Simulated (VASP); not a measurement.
Input of a VASP 6.6.1 run:

INCAR

```
SYSTEM = C
PREC = Accurate
ENCUT = 520
EDIFF = 1E-6
ISMEAR = 0
SIGMA = 0.05
LREAL = .FALSE.
LASPH = .TRUE.
NELM = 150
ALGO = Normal
ISIF = 2
LWAVE = .FALSE.
LCHARG = .FALSE.
ISPIN = 2
MAGMOM = 0 0 0 0 0 0 0 0 0 0 2
LORBIT = 11
LDIPOL = .TRUE.
IDIPOL = 3
DIPOL = 0.5 0.5 0.330
NBANDS = 37
KPAR = 4
```

The input KPOINTS:

```
Automatic mesh
0
G
  8 7 1
  0 0 0
```

Contents of POSCAR:

```
C
1.0
    3.6007758780      0.0000000000      0.0000000000
   -1.6597065490      3.8953906210      0.0000000000
    0.0000000000      0.0000000000     20.2916832249
C
11
Direct
    0.5002258020      0.3334086007      0.1971250958
    0.4997741980      0.6665913993      0.1971250958
    0.5002258020      0.8334086007      0.2573624142
    0.4997741980      0.1665913993      0.2573624142
    0.5000916110      0.3353041227      0.3175585836
    0.4999083890      0.6646958773      0.3175585836
    0.5001245190      0.8366737309      0.3780040013
    0.4998754810      0.1633262691      0.3780040013
    0.5003807576      0.3543365541      0.4332653495
    0.4996192424      0.6456634459      0.4332653495
    0.7503807576      1.1043365541      0.4631691578
```

Potentials or basis: VASP PAW LDA potentials, release 64 (C).

Command:

```console
$ cat potpaw_LDA.64/C/POTCAR > POTCAR
$ mpirun -np 4 vasp_std > vasp.out
```

Task: Estimate the largest force.

Result: 10.447 eV/Å.

Task: Estimate the net moment.

Result: 0.00 μB per cell.

Forces on the atoms (eV/Å):
```
C   -2.813  6.401  1.180
C    2.706 -6.438  1.192
C    0.008  0.167 -1.188
C    0.099 -0.119 -1.142
C    0.491 -0.184 -0.584
C    0.156  0.501 -0.662
C   -0.196 -2.041 -1.843
C   -1.134  0.805 -2.413
C    4.829 -8.428  3.317
C   -2.809  9.836  2.118
C   -1.337 -0.499  0.024
```
